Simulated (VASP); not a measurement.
BN:

```
CELL_PARAMETERS angstrom
2.53123 0.00000 0.00000
-1.26562 2.19211 0.00000
0.00000 0.00000 4.18678
ATOMIC_POSITIONS crystal
B 0.33333 0.66667 0.00026
B 0.66667 0.33333 0.50026
N 0.33333 0.66667 0.37474
N 0.66667 0.33333 0.87474
```

This cell differs from its parent crystal: strain -0.5%.

Base run:

```yaml
Program: VASP 6.6.1
Functional: PBE
Potentials_or_basis: VASP PAW PBE potentials, release 64 (B, N)
Cutoff: 520 eV
k_mesh: 12 × 12 × 6
Occupations: fermi-dirac, width 0.02 eV
Spin: no spin polarisation
```

Its results: band gap on the k mesh 5.16 eV, indirect (least direct gap 8.37 eV); pressure 11.0 GPa; largest force 0.009 eV/Å.

Task: The run is repeated on the same cell with these changes: functional from PBE to r2SCAN; occupations from fermi-dirac, width 0.02 eV to gaussian, width 0.01 eV. What comes out?

Result: Band gap on the k mesh 5.69 eV, indirect (least direct gap 9.06 eV); pressure 7.2 GPa; largest force 0.003 eV/Å.

Caveats: the PAW data sets were made with another functional, which shifts forces and pressure a little (some runs).

A k mesh can miss the band edges.
